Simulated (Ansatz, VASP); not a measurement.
Mo2C3 in VASP and in Ansatz

```
Mo C
1.0
     3.60760    0.00000    0.00000
     0.00000    3.60760    0.00000
     0.00000    0.00000    5.44865
Mo C
2 3
Direct
  0.50000 0.00000 0.50000
  0.00000 0.50000 0.50000
  0.00000 0.00000 0.24122
  0.00000 0.00000 0.75878
  0.00000 0.00000 0.00000
```

Alike in both runs: functional PBE; k mesh 10 × 10 × 8; occupations gaussian, width 0.1 eV; no spin polarisation.

Ansatz relaxed the structure, and its values are those at the end. VASP's run is a single point on that final structure, the one shown.

|  | VASP | Ansatz |
| --- | --- | --- |
| version | VASP 6.6.1 | Ansatz 0.2.0 |
| potentials or method | VASP PAW PBE potentials, release 64 (Mo_sv, C), cutoff 520 eV | scalar-relativistic, plane waves, PAW |
| valence electrons in the cell | 40 | 40 |

VASP gave:

* gap on the k mesh at the Fermi level (eV): none
* pressure (GPa): 0.3
* rms of the force components (eV/Å): 0.004

Q: Estimate Ansatz's values.

A: gap on the k mesh at the Fermi level (eV): none; pressure (GPa): 0.0; rms of the force components (eV/Å): 0.001.

A gap of «none» marks a metal or a gap that the smearing closes.
